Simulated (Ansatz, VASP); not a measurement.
**One calculation of BiTe, two programs**

INCAR

```
SYSTEM = BiTe
ALGO = Normal
EDIFF = 1E-6
ENCUT = 520
GGA = PE
ISIF = 2
ISMEAR = 0
LASPH = .True.
LCHARG = .False.
LREAL = .False.
LWAVE = .False.
NBANDS = 29
NELM = 80
PREC = Accurate
SIGMA = 0.05
```

Contents of KPOINTS:

```
k-points
0
Gamma
  8 8 6
  0 0 0
```

The input POSCAR:

```
BiTe
1.0
    4.1864684034      0.0140741831      0.0347484798
   -2.0810456016      3.6366813261      0.0038181238
    0.0721677409      0.0508225050      8.6295498884
Bi Te
2 2
Direct
    0.3278164131      0.6610759899      0.2492878256
    0.6680709454      0.3317208793      0.7458287453
   -0.0021077230      0.0100800340     -0.0021062314
    0.0062203645     -0.0028769031      0.5069896605
```

Input for Ansatz:

```yaml
crystal:
  lattice:
    - [4.1864684034, 0.0140741831, 0.0347484798]
    - [-2.0810456016, 3.6366813261, 0.0038181238]
    - [0.0721677409, 0.050822505, 8.6295498884]
  atoms:
    - { symbol: Bi, position: [0.3278164131, 0.6610759899, 0.2492878256] }
    - { symbol: Bi, position: [0.6680709454, 0.3317208793, 0.7458287453] }
    - { symbol: Te, position: [-0.002107723, 0.010080034, -0.0021062314] }
    - { symbol: Te, position: [0.0062203645, -0.0028769031, 0.5069896605] }
basis:
  ecutwfc: 420
  ecutrho_ratio: 4
kpoints:
  mp_grid: { grid: [8, 8, 6] }
hamiltonian:
  xc: pbe
scf:
  occupations: { method: gaussian, width: 0.05 }
output:
  forces: true
  stress: true
  eigenvalues: true
```

Change from the starting cell: all atoms moved at random (sigma 0.03 Å), cell strained at random (1 %).

Alike in both runs: task single point; functional PBE; k mesh 8 × 8 × 6; occupations gaussian, width 0.05 eV; no spin polarisation.

|  | VASP | Ansatz |
| --- | --- | --- |
| version | VASP 6.6.1 | Ansatz 0.2.0 |
| potentials or method | VASP PAW PBE potentials, release 64 (Bi_d, Te), cutoff 520 eV | scalar-relativistic, plane waves, PAW |
| valence electrons in the cell | 42 | 62 |

|  | VASP | Ansatz | Ansatz less VASP |
| --- | --- | --- | --- |
| gap on the k mesh at the Fermi level (eV) | none | none | - |
| pressure (GPa) | 0.7 | 0.7 | +0.04 |
| traceless stress, the component that is largest in VASP (GPa) | 0.49 | 0.49 | 0.000 |
| rms of the force components (eV/Å) | 0.120 | 0.119 | -0.0005 |

Atom by atom the forces differ by 0.001 eV/Å (rms over components). A gap of «none» marks a metal or a gap that the smearing closes. VASP's potentials hold 42 valence electrons a cell and Ansatz's 62, so a difference there can come from the potentials and not from the codes.

Spin-orbit coupling is off throughout.
